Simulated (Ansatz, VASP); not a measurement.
One calculation of BN, two programs

Contents of INCAR:

```
PREC = Accurate ; ENCUT = 520
EDIFF = 1E-7 ; ISMEAR = 0
SIGMA = 0.05 ; LREAL = False
LASPH = True ; NELM = 100
ALGO = Normal ; ISIF = 2
LWAVE = False ; LCHARG = True
GGA = PE ; LELF = True
LVHAR = True ; NBANDS = 16
```

The input KPOINTS:

```
regular mesh
0
Gamma
  12 12 4
```

The input POSCAR:

```
BN
1.0
    2.5121751215      0.0000000000      0.0000000000
   -1.2560875608      2.1756074740     -0.0652682242
    0.0000000000     -0.2503107301      8.3436910039
B N
2 2
Direct
    0.3333333333      0.6666666667      0.2500000000
    0.6666666667      0.3333333333      0.7500000000
    0.3333333333      0.6666666667      0.7500000000
    0.6666666667      0.3333333333      0.2500000000
```

Input for Ansatz:

```yaml
crystal:
  lattice:
    - [2.5121751215, 0.0, 0.0]
    - [-1.2560875608, 2.175607474, -0.0652682242]
    - [0.0, -0.2503107301, 8.3436910039]
  atoms:
    - { symbol: B, position: [0.3333333333, 0.6666666667, 0.25] }
    - { symbol: B, position: [0.6666666667, 0.3333333333, 0.75] }
    - { symbol: "N", position: [0.3333333333, 0.6666666667, 0.75] }
    - { symbol: "N", position: [0.6666666667, 0.3333333333, 0.25] }
basis:
  ecutwfc: 420
kpoints:
  mp_grid: { grid: [12, 12, 4] }
hamiltonian:
  xc: pbe
scf:
  occupations: { method: gaussian, width: 0.05 }
output:
  forces: true
  stress: true
  eigenvalues: true
```

Change from the starting cell: strain -0.0600 x Voigt [0, 0, 0, 1, 0, 0], atoms carried along.

Alike in both runs: task single point; functional PBE; k mesh 12 × 12 × 4; occupations gaussian, width 0.05 eV; no spin polarisation.

|  | VASP | Ansatz |
| --- | --- | --- |
| version | VASP 6.6.1 | Ansatz 0.2.0 |
| potentials or method | VASP PAW PBE potentials, release 64 (B, N), cutoff 520 eV | scalar-relativistic, plane waves, PAW |
| valence electrons in the cell | 16 | 16 |

Ansatz gave:

| Item | Value |
| --- | --- |
| gap on the k mesh at the Fermi level (eV) | 4.38 |
| least direct gap on the mesh (eV) | 4.57 |
| pressure (GPa) | -0.1 |
| traceless stress, the component that is largest in VASP (GPa) | 0.05 |

Question: Estimate VASP's values.

Answer: gap on the k mesh at the Fermi level (eV): 4.38; least direct gap on the mesh (eV): 4.57; pressure (GPa): -0.1; traceless stress, the component that is largest in VASP (GPa): 0.13.
